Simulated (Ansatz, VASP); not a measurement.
## Sn in VASP and in Ansatz

The input POSCAR:

```
Sn
1.0
    0.0000000000      3.2573807591      3.2573807591
    3.2573807591      0.0000000000      3.2573807591
    3.2573807591      3.2573807591      0.0000000000
Sn
2
Direct
    0.5000000000      0.5000000000      0.5000000000
    0.7500000000      0.7500000000      0.7500000000
```

INCAR.step1

```
SYSTEM = Sn
  PREC = Accurate
  ENCUT = 520
  ISMEAR = -1
  SIGMA = 0.08
  LREAL = .FALSE.
  LASPH = .TRUE.
  NELM = 100
  NBANDS = 21
  GGA = PE
  ALGO = Normal
  EDIFF = 1E-4
  LWAVE = .TRUE.
  LCHARG = .FALSE.
```

Contents of INCAR.step2:

```
SYSTEM = Sn
  PREC = Accurate
  ENCUT = 520
  EDIFF = 1E-8
  ISMEAR = -1
  SIGMA = 0.08
  LREAL = .FALSE.
  LASPH = .TRUE.
  NELM = 100
  ALGO = Normal
  ISIF = 2
  LWAVE = .FALSE.
  LCHARG = .FALSE.
  METAGGA = R2SCAN
  LMIXTAU = .TRUE.
  LEFG = .TRUE.
  NBANDS = 21
  ISTART = 1
```

Contents of KPOINTS:

```
regular mesh
0
G
  9 9 9
  0 0 0
```

Input for Ansatz:

```yaml
crystal:
  lattice:
    - [0.0, 3.2573807591, 3.2573807591]
    - [3.2573807591, 0.0, 3.2573807591]
    - [3.2573807591, 3.2573807591, 0.0]
  atoms:
    - { symbol: Sn, position: [0.5, 0.5, 0.5] }
    - { symbol: Sn, position: [0.75, 0.75, 0.75] }
kpoints:
  mp_grid: { grid: [9, 9, 9] }
scf:
  occupations: { method: fermi_dirac, width: 0.08 }
hamiltonian:
  xc: r2scan
  pseudopotentials: { kind: paw }
output:
  forces: true
  stress: true
  eigenvalues: true
  efg: { contact_densities: true }
```

Change from the starting cell: volume scaled by 0.975, PAW files.

Alike in both runs: task electric field gradients; functional r2SCAN; k mesh 9 × 9 × 9; occupations fermi-dirac, width 0.08 eV; no spin polarisation.

|  | VASP | Ansatz |
| --- | --- | --- |
| version | VASP 6.6.1 | Ansatz 0.2.0 |
| potentials or method | VASP PAW PBE potentials, release 64 (Sn_d) | PAW with Ansatz's default frozen-core files, scalar-relativistic |
| plane-wave cutoff (eV) | 520 | 500 |
| valence electrons in the cell | 28 | 28 |

|  | VASP | Ansatz | Ansatz less VASP |
| --- | --- | --- | --- |
| pressure (GPa) | 1.1 | 1.1 | +0.03 |

VASP's potentials were made for PBE, not for r2SCAN.
